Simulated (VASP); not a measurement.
Runs of VASP 6.6.1 on Si. The structure is that of space group P6_3/mmc (No. 194), or close to it. The cells are those of the table. This isn't the form of Si at room conditions, which is diamond.

| cell | gap on the mesh (eV) | pressure (GPa) | largest force (eV/Å) |
| --- | --- | --- | --- |
| a = 4.045, b = 4.045, c = 5.682 Å, angles 90.0, 90.0, 120.0°, 4 atoms | none | 4.3 | 2.79 |
| a = 3.712, b = 3.712, c = 6.748 Å, angles 90.0, 90.0, 120.0°, 4 atoms | 0.65 | (b) | 0.71 |
| a = 3.605, b = 3.605, c = 7.151 Å, angles 90.0, 90.0, 120.0°, 4 atoms | none | (c) | 0.99 |
| a = 3.770, b = 3.770, c = 6.542 Å, angles 90.0, 90.0, 120.0°, 4 atoms | 0.81 | 0.2 | 0.43 |
| a = 4.127, b = 4.127, c = 5.457 Å, angles 90.0, 90.0, 120.0°, 4 atoms | none | 8.5 | 4.59 |
| a = 3.510, b = 3.510, c = 7.543 Å, angles 90.0, 90.0, 120.0°, 4 atoms | none | 6.9 | 1.07 |
| a = 3.884, b = 3.884, c = 6.163 Å, angles 90.0, 90.0, 120.0°, 4 atoms | (a) | 0.2 | 0.49 |
| a = 3.939, b = 3.939, c = 5.990 Å, angles 90.0, 90.0, 120.0°, 4 atoms | 0.17 | 1.1 | 1.13 |

Alike in all rows: task single point; level r2SCAN; potentials or basis VASP PAW PBE potentials, release 64 (Si); no spin polarisation; k mesh 12 × 12 × 6; cutoff (eV) 520; smearing gaussian 0.05 eV.

Problem. Fill in the values left out.

Solution. (a) 0.41; (b) 1.0; (c) 3.6.

Caveats: the PAW data sets were made with another functional, which shifts forces and pressure a little; the cell stands under pressure (at least some runs); semilocal functionals underestimate gaps, so a narrow gap can read as zero (at least some runs).

A k mesh can miss the band edges.

A gap of «none» marks levels without a gap at the run's occupations.
